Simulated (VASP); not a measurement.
# GaN: single point with PBE

Crystal: GaN.

```
Ga N
1.0
     0.00000    2.24895    2.24895
     2.24895    0.00000    2.24895
     2.24895    2.24895    0.00000
Ga N
1 1
Direct
  0.00000 0.00000 0.00000
  0.75000 0.75000 0.75000
```

| Quantity | Value |
| --- | --- |
| Program | VASP 6.6.1 |
| Task | single point |
| Functional | PBE |
| Potentials or basis | VASP PAW PBE potentials, release 64 (Ga_d, N) |
| Cutoff | 520 eV |
| k mesh | 6 × 6 × 6 |
| Occupations | gaussian, width 0.01 eV |
| Spin | no spin polarisation |
| Dipole correction | no |
| Further INCAR settings | ALGO = Normal; EDIFF = 1e-06; NBANDS = 16 |

```yaml
Pressure: 6.2 GPa
Band_gap_on_the_k_mesh: 1.76 eV
```

Levels at points of the mesh, in eV from the valence-band top:
```tsv
k point	band 5	band 6	band 7	band 8	band 9	band 10	band 11	band 12	band 13	band 14
(0.00, 0.00, 0.00)	-13.13	-13.13	0.00	0.00	0.00	1.76	10.34	10.34	10.34	17.68
(0.50, 0.00, 0.00)	-13.08	-11.88	-7.08	-0.98	-0.98	4.68	8.76	10.39	10.39	15.68
(0.50, 0.50, 0.00)	-13.05	-11.46	-6.15	-2.72	-2.72	3.35	6.70	11.75	14.03	14.03
```

Wall time 5.9 s on 1 thread of Intel Xeon 8259CL (shared host), peak memory 0.14 GiB.

Caveat: the cell stands under pressure.
